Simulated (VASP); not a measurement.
NiO:

```
CELL_PARAMETERS angstrom
0.00000 2.10842 2.10842
2.10842 0.00000 2.10842
2.10842 2.10842 0.00000
ATOMIC_POSITIONS crystal
Ni 0.00000 0.00000 0.00000
O 0.50000 0.50000 0.50000
```

Base run:

- Program: VASP 6.6.1
- Functional: PBE
- Potentials or basis: VASP PAW PBE potentials, release 64 (Ni, O)
- Cutoff: 520 eV
- k mesh: 14 × 14 × 14
- Occupations: gaussian, width 0.05 eV
- Spin: collinear spin, ferromagnetic start
- Starting moments: [1.62, 0.0] μB

Its results: pressure -0.5 GPa.

The run is repeated on the same cell with these changes: spin from collinear spin, ferromagnetic start to no spin polarisation; further incar settings from ALGO = Normal; EDIFF = 1e-06; NBANDS = 19 to ALGO = Normal; EDIFF = 1e-06; NBANDS = 15. What comes out?

Pressure -7.5 GPa.

Caveats: a cell with one magnetic atom can't hold antiferromagnetic order, which such compounds often take (some runs).
